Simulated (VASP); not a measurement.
Runs of VASP 6.6.1 on KF. The structure is that of space group Fm-3m (No. 225), or close to it. The cells are those of the table. 

| task | cell | k mesh for the DOS | occupations for the DOS | gap on the mesh (eV) | pressure (GPa) |
| --- | --- | --- | --- | --- | --- |
| single point | a = 3.704 Å, angles 60.0°, 2 atoms | - | - | (c) | 1.5 |
| electric field gradients | a = 3.781 Å, angles 60.0°, 2 atoms | - | - | (b) | -0.7 |
| electric field gradients | a = 3.793 Å, angles 60.0°, 2 atoms | - | - | 5.97 | (a) |
| electric field gradients | a = 3.756 Å, angles 60.0°, 2 atoms | - | - | 6.12 | 0.0 |

Alike in all rows: level PBEsol; potentials or basis VASP PAW PBE potentials, release 64 (K_sv, F); no spin polarisation; k mesh 9 × 9 × 9; cutoff (eV) 520; smearing fermi-dirac 0.01 eV.

**Question.** Fill in the values left out.

**Answer.** (a) -1.0; (b) 6.02; (c) 6.34.

Caveats: the PAW data sets were made with another functional, which shifts forces and pressure a little.

A k mesh can miss the band edges.
